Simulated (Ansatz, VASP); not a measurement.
Two plane-wave programs on F

The input INCAR:

```
SYSTEM = F
PREC = Accurate
ENCUT = 520
EDIFF = 1E-6
ISMEAR = 0
SIGMA = 0.05
LREAL = .FALSE.
LASPH = .TRUE.
NELM = 100
ALGO = Normal
ISIF = 2
LWAVE = .FALSE.
LCHARG = .FALSE.
GGA = PE
IVDW = 12
NBANDS = 22
```

Contents of KPOINTS:

```
Automatic mesh
0
G
  8 8 4
  0 0 0
```

The input POSCAR:

```
F
1.0
    2.7735902046     -1.7628796394      0.2927051127
    2.7735902046      1.7628796394      0.2927051127
   -0.8227725226      0.0000000000      6.6402307669
F
4
Direct
    0.9138648456      0.5855481450      0.0855879396
    0.4144518550      0.0861351544      0.4144120604
    0.0861351544      0.4144518550      0.9144120604
    0.5855481450      0.9138648456      0.5855879396
```

Input for Ansatz:

```yaml
crystal:
  lattice:
    - [2.7735902046, -1.7628796394, 0.2927051127]
    - [2.7735902046, 1.7628796394, 0.2927051127]
    - [-0.8227725226, 0.0, 6.6402307669]
  atoms:
    - { symbol: F, position: [0.9138648456, 0.585548145, 0.0855879396] }
    - { symbol: F, position: [0.414451855, 0.0861351544, 0.4144120604] }
    - { symbol: F, position: [0.0861351544, 0.414451855, 0.9144120604] }
    - { symbol: F, position: [0.585548145, 0.9138648456, 0.5855879396] }
basis:
  ecutwfc: 520.0
kpoints:
  mp_grid: { grid: [8, 8, 4] }
hamiltonian:
  xc: pbe
  dispersion: d3bj
scf:
  occupations: { method: gaussian, width: 0.05 }
output:
  forces: true
  stress: true
  eigenvalues: true
  write_density: true
  write_potential: true
  elf: true
  volumetric_format: npy
```

Alike in both runs: task single point; functional PBE; dispersion D3(BJ); k mesh 8 × 8 × 4; occupations gaussian, width 0.05 eV; no spin polarisation.

|  | VASP | Ansatz |
| --- | --- | --- |
| version | VASP 6.6.1 | Ansatz 0.2.0 |
| potentials or method | VASP PAW PBE potentials, release 64 (F), cutoff 520 eV | scalar-relativistic, plane waves, PAW |
| valence electrons in the cell | 28 | 28 |

|  | VASP | Ansatz | Ansatz less VASP |
| --- | --- | --- | --- |
| gap on the k mesh at the Fermi level (eV) | 4.65 | 4.75 | +0.099 |
| least direct gap on the mesh (eV) | 4.65 | 4.75 | +0.099 |
| pressure (GPa) | 14.0 | 13.0 | -1.02 |
| traceless stress, the component that is largest in VASP (GPa) | 18.85 | 16.76 | -2.091 |
| rms of the force components (eV/Å) | 3.924 | 3.490 | -0.4349 |

Atom by atom the forces differ by 0.435 eV/Å (rms over components).
